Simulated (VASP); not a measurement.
The system is MgTe.

```xyz
4
Lattice="4.5400 0.0000 0.0000 -2.2700 3.9318 0.0000 0.0000 0.0000 7.3950" Properties=species:S:1:pos:R:3 pbc="T T T"
Mg    0.0000    2.6212    0.0000
Mg    2.2700    1.3106    3.6975
Te    0.0000    2.6212    2.7361
Te    2.2700    1.3106    6.4336
```

| Property | Result |
| --- | --- |
| Program | VASP 6.6.1 |
| Task | relaxation of cell and atoms |
| Functional | PBEsol |
| Potentials or basis | VASP PAW PBE potentials, release 64 (Mg, Te) |
| Cutoff | 600 eV |
| k mesh | 9 × 9 × 4 |
| Occupations | gaussian, width 0.02 eV |
| Spin | no spin polarisation |

At the start: pressure 0.5 GPa; volume 33.00 Å³/atom.

**Question.** How do energy, volume and symmetry change on relaxing?

**Answer.** Over 7 steps the energy falls by 3.0 meV/atom and the volume is 33.42 Å³/atom (+1.3 %); space group P6_3mc (No. 186, to 0.05 Å).

Step by step:
```
step  energy change (eV)  largest force (eV/Å)  pressure (GPa)  volume (Å³)
   1              0.0000                0.2162            0.49       132.00
   2             -0.0102                0.0391           -0.08       133.93
   3             -0.0102                0.0441           -0.07       133.87
   4             -0.0108                0.0321           -0.01       133.66
   5             -0.0114                0.0011            0.14       133.12
   6             -0.0117                0.0010            0.10       133.28
   7             -0.0121                0.0010           -0.01       133.68
```

Final structure:
```
Mg Te
1.0
     4.56204    0.00000    0.00000
    -2.28102    3.95084    0.00000
     0.00000    0.00000    7.41708
Mg Te
2 2
Direct
  0.33333 0.66667 0.99667
  0.66667 0.33333 0.49667
  0.33333 0.66667 0.37333
  0.66667 0.33333 0.87333
```

Caveat: the PAW data sets were made with another functional, which shifts forces and pressure a little.
